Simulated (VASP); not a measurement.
Set up this calculation in VASP 6.6.1, as the native input.

```
Task                   : relaxation of cell and atoms
Functional             : PBE
Potentials or basis    : VASP PAW PBE potentials, release 64 (Ge_d, Bi_d, O)
Cutoff                 : 600 eV
k mesh                 : 6 × 6 × 4
Occupations            : gaussian, width 0.1 eV
Spin                   : no spin polarisation
Dipole correction      : no
Further INCAR settings : ALGO = Normal; EDIFF = 1e-07; IBRION = 2; EDIFFG = -0.04; NSW = 90; ISIF = 3
```

The structure of GeBiO4 lies in POSCAR:

```
GeBiO4
1.0
    3.6721249800      0.0000000000      0.0000000000
    0.0000000000      3.6721249800      0.0000000000
    0.0000000000      0.0000000000      5.3160721600
Ge Bi O
1 1 4
Direct
    0.5000000000      0.5000000000      0.5000000000
    0.0000000000      0.0000000000      0.0000000000
    0.5000000000      0.0000000000      0.7312811000
    0.0000000000      0.5000000000      0.2687189000
    0.5000000000      0.0000000000      0.2687189000
    0.0000000000      0.5000000000      0.7312811000
```

The cell was generated, and may not be a known phase.

One way to write it, as run:

INCAR

```
ALGO = Normal
EDIFF = 1E-7
EDIFFG = -0.04
ENCUT = 600
GGA = PE
IBRION = 2
ISIF = 3
ISMEAR = 0
LASPH = True
LCHARG = False
LREAL = False
LWAVE = False
NELM = 100
NSW = 90
PREC = Accurate
SIGMA = 0.1
```

KPOINTS

```
k-points
0
Gamma
  6 6 4
```

Potentials or basis: VASP PAW PBE potentials, release 64 (Ge_d, Bi_d, O).

Command:

```sh
$ cat potpaw_PBE.64/Ge_d/POTCAR potpaw_PBE.64/Bi_d/POTCAR potpaw_PBE.64/O/POTCAR > POTCAR
$ mpirun -np 1 vasp_std > vasp.out
```

Results of the run:

| Item | Value |
| --- | --- |
| Relaxed volume | 11.72 Å³/atom |
| Relaxed cell | a = 3.644 Å, b = 3.644 Å, c = 5.297 Å, α = 90.00°, β = 90.00°, γ = 90.00° |
| Space group after relaxing (to 0.1 Å) | P4/mmm (No. 123) |
| Energy gained by relaxing | 7.7 meV/atom |
| Ionic steps | 4 |
| Pressure after relaxing | -0.2 GPa |
| Largest force after relaxing | 0.032 eV/Å |
| Band gap on the k mesh | zero (an odd number of electrons rules out a gap without spin polarisation) |

Caveat: spin-orbit coupling is left out, which moves the levels of the heavy elements; an odd number of electrons without spin polarisation forces a metal; a magnetic or distorted state may lie lower.

Run time: 2.4 min on 1 thread of AMD EPYC 9R45 96-Core Processor (Zen 5), with other jobs on the host, peak memory 0.22 GiB.
